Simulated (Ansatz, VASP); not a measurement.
# One calculation of HfO2, two programs

```
CELL_PARAMETERS angstrom
4.92333 0.00000 0.00000
0.00000 4.92333 0.00000
0.00000 0.00000 3.27853
ATOMIC_POSITIONS crystal
Hf 0.00000 0.00000 0.00000
Hf 0.50000 0.50000 0.50000
O 0.19496 0.80504 0.50000
O 0.30504 0.30504 0.00000
O 0.69496 0.69496 0.00000
O 0.80504 0.19496 0.50000
```

Alike in both runs: task single point; functional PBEsol; k mesh 4 × 4 × 6; no spin polarisation.

|  | VASP | Ansatz |
| --- | --- | --- |
| version | VASP 6.6.1 | Ansatz 0.2.0 |
| potentials or method | VASP PAW PBE potentials, release 64 (Hf_pv, O), cutoff 520 eV | plane waves, PAW |
| occupations | gaussian, width 0.01 eV | fixed |
| valence electrons in the cell | 44 | 76 |

```tsv
	VASP	Ansatz	Ansatz less VASP
pressure (GPa)	-14.5	-12.1	+2.45
traceless stress, the component that is largest in VASP (GPa)	-2.97	-2.54	+0.425
```

VASP's potentials were made for PBE, not for PBEsol. VASP's potentials hold 44 valence electrons a cell and Ansatz's 76, so a difference there can come from the potentials and not from the codes.

Neither program's run includes spin-orbit coupling.
